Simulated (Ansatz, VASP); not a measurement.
Na in VASP and in Ansatz

The input INCAR:

```
SYSTEM = Na
PREC = Accurate
ENCUT = 520
EDIFF = 1E-6
ISMEAR = -1
SIGMA = 0.1
LREAL = .FALSE.
LASPH = .TRUE.
NELM = 80
ALGO = Normal
ISIF = 2
LWAVE = .FALSE.
LCHARG = .TRUE.
GGA = PS
LELF = .TRUE.
LVHAR = .TRUE.
NBANDS = 14
```

KPOINTS

```
regular mesh
0
G
  8 8 8
  0 0 0
```

POSCAR

```
Na
1.0
    0.0000000000      3.6394084438      3.6394084438
    3.6394084438      0.0000000000      3.6394084438
    3.6394084438      3.6394084438      0.0000000000
Na
2
Direct
    0.1250000000      0.1250000000      0.1250000000
    0.8750000000      0.8750000000      0.8750000000
```

Input for Ansatz:

```yaml
crystal:
  lattice:
    - [0.0, 3.6394084438, 3.6394084438]
    - [3.6394084438, 0.0, 3.6394084438]
    - [3.6394084438, 3.6394084438, 0.0]
  atoms:
    - { symbol: Na, position: [0.125, 0.125, 0.125] }
    - { symbol: Na, position: [0.875, 0.875, 0.875] }
hamiltonian:
  xc: pbesol
  pseudopotentials:
    kind: paw
    azcp:
      Na: "pseudopotentials/Na.paw.azcp"
basis:
  ecutwfc: 420
  fft_grid_basis: typed
kpoints:
  mp_grid: { grid: [8, 8, 8], shift: [0, 0, 0] }
magnetization:
  spin_polarized: false
scf:
  occupations: { method: fermi_dirac, width: 0.1 }
  lower_state_search: "off"
output:
  stress: true
  write_density: true
  write_potential: true
  elf: true
  volumetric_format: npy
```

Alike in both runs: task single point; functional PBEsol; k mesh 8 × 8 × 8; occupations fermi-dirac, width 0.1 eV; no spin polarisation.

|  | VASP | Ansatz |
| --- | --- | --- |
| version | VASP 6.6.1 | Ansatz 0.2.0 |
| potentials or method | VASP PAW PBE potentials, release 64 (Na_pv), cutoff 520 eV | plane waves (420 eV) with PAW, scalar-relativistic |
| valence electrons in the cell | 14 | 18 |

|  | VASP | Ansatz | Ansatz less VASP |
| --- | --- | --- | --- |
| pressure (GPa) | 0.3 | 0.3 | 0.00 |

VASP's potentials were made for PBE, not for PBEsol, and Ansatz warns of the same on its side. VASP's potentials hold 14 valence electrons a cell and Ansatz's 18, so a difference there can come from the potentials and not from the codes.
